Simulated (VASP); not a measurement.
Here is a VASP 6.6.1 calculation.

Contents of INCAR:

```
PREC = Accurate
ENCUT = 520
EDIFF = 1E-6
ISMEAR = -1
SIGMA = 0.1
LREAL = F
LASPH = T
NELM = 120
ALGO = Normal
ISIF = 2
LWAVE = F
LCHARG = T
GGA = PE
LELF = T
LVHAR = T
NBANDS = 42
GGA_COMPAT = F
```

KPOINTS

```
Automatic mesh
0
Gamma
  3 3 3
```

POSCAR

```
CaO
1.0
    6.7955380000      0.0000000000      0.0000000000
    3.3977690000      5.8851080000      0.0000000000
    1.6988840000      0.9808510000      2.7742670000
Ca O
4 4
Direct
   -0.0087044209     -0.0128033372     -0.0024121687
    0.0270666385      0.4751355413      0.0951123306
    0.5506287199     -0.0283364400     -0.0295804261
    0.4755869773      0.5191525091      0.0514139411
    0.2333379564      0.2644979815      0.5747384805
    0.2532757701      0.7478104280      0.5038541712
    0.7356915714      0.2499124444      0.4996245855
    0.7584759598      0.7468452312      0.5141394105
```

Potentials or basis: VASP PAW PBE potentials, release 64 (Ca_sv, O).

The run is started by

```sh
$ cat potpaw_PBE.64/Ca_sv/POTCAR potpaw_PBE.64/O/POTCAR > POTCAR
$ mpirun -np 1 vasp_std > vasp.out
```

(1) Predict the pressure.

(2) Predict the largest force.

(3) Estimate the band gap on the k mesh.

## Answers

(1) 6.1 GPa.

(2) 2.222 eV/Å.

(3) 3.92 eV.

Caveat: the k points lie up to 0.62 Å⁻¹ apart; an odd mesh through Γ misses points on the zone boundary, where band edges can lie; forces of over 1 eV/Å act on the atoms, so gaps and moduli don't describe the material at rest.
